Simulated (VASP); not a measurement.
Wanted: the native input for a VASP 6.6.1 run.

```yaml
Task: single point
Functional: PBE
Potentials_or_basis: VASP PAW PBE potentials, release 64 (Ba_sv)
Cutoff: 520 eV
k_mesh: 14 × 14 × 14
Occupations: gaussian, width 0.15 eV
Spin: no spin polarisation
Dipole_correction: no
Further_INCAR_settings: ALGO = Fast; EDIFF = 1e-06; NBANDS = 11
```

The structure of Ba lies in POSCAR:

```
Ba
1.0
   -2.3750000000      2.3750000000      2.6250000000
    2.3750000000     -2.3750000000      2.6250000000
    2.3750000000      2.3750000000     -2.6250000000
Ba
1
Direct
    0.0000000000      0.0000000000      0.0000000000
```

This cell differs from its parent crystal: strain -0.050 along x and y, +0.050 along z.

These files were run (other wordings do the same):

INCAR

```
SYSTEM = Ba
  ALGO = Fast
  EDIFF = 1E-6
  ENCUT = 520
  GGA = PE
  ISIF = 2
  ISMEAR = 0
  LASPH = .TRUE.
  LCHARG = .FALSE.
  LREAL = .FALSE.
  LWAVE = .FALSE.
  NBANDS = 11
  NELM = 100
  PREC = Accurate
  SIGMA = 0.15
```

KPOINTS

```
k-points
0
G
  14 14 14
  0 0 0
```

Potentials or basis: VASP PAW PBE potentials, release 64 (Ba_sv).

Run with:

```console
$ cat potpaw_PBE.64/Ba_sv/POTCAR > POTCAR
$ mpirun -np 1 vasp_std > vasp.out
```

Results of the run:

The pressure is 0.7 GPa and the band gap on the k mesh is zero (band 5 reaches 2.25 eV, above the bottom of band 6 at 1.32 eV).

Caveat: the cell differs from its parent crystal (strain -0.050 along x and y, +0.050 along z); spin-orbit coupling is left out, which moves the levels of the heavy elements.

Run time: 33 s on 1 thread of Intel(R) Xeon(R) 6975P-C (Granite Rapids), on a shared host, peak memory 0.29 GiB.
